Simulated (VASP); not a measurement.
Wanted: the native input for a VASP 6.6.1 run.

* Task: single point
* Functional: PBE
* Potentials or basis: VASP PAW PBE potentials, release 64 (In_d, Sn_d, Te)
* Cutoff: 520 eV
* k mesh: 6 × 6 × 2
* Occupations: gaussian, width 0.1 eV
* Spin: no spin polarisation
* Dipole correction: no
* Further INCAR settings: ALGO = Normal; EDIFF = 1e-07; NBANDS = 34

The structure of In2SnTe2 lies in POSCAR:

```
In2SnTe2
1.0
    4.8196427500      0.0000000000      0.0000000000
   -2.4098213700      4.1739330600      0.0000000000
    0.0000000000      0.0000000000      8.7158713300
In Sn Te
2 1 2
Direct
    0.3333333300      0.6666666700      0.5218095300
    0.6666666700      0.3333333300      0.5218095300
    0.0000000000      0.0000000000      0.2244569500
    0.3333333300      0.6666666700      0.8337625700
    0.6666666700      0.3333333300      0.8337625700
```

The cell was generated, and may not be a known phase.

One way to write it, as run:

INCAR

```
PREC = Accurate
ENCUT = 520
EDIFF = 1E-7
ISMEAR = 0
SIGMA = 0.1
LREAL = False
LASPH = True
NELM = 80
ALGO = Normal
ISIF = 2
LWAVE = False
LCHARG = False
GGA = PE
NBANDS = 34
```

KPOINTS

```
regular mesh
0
Gamma
  6 6 2
```

Potentials or basis: VASP PAW PBE potentials, release 64 (In_d, Sn_d, Te).

Launch:

```console
$ cat potpaw_PBE.64/In_d/POTCAR potpaw_PBE.64/Sn_d/POTCAR potpaw_PBE.64/Te/POTCAR > POTCAR
$ mpirun -np 1 vasp_std > vasp.out
```

It gave:

The pressure is 6.7 GPa and the largest force is 2.441 eV/Å. The band gap on the k mesh is zero (bands 26 and 27 overlap by 1.12 eV).

Caveat: the k points lie up to 0.36 Å⁻¹ apart, too coarse for converged energies and pressures of a metal; spin-orbit coupling is left out, which moves the levels of the heavy elements; forces of over 1 eV/Å act on the atoms, so gaps and moduli don't describe the material at rest.

It took 55 s on 1 thread of Intel(R) Xeon(R) 6975P-C (Granite Rapids) (shared host), peak memory 0.33 GiB.
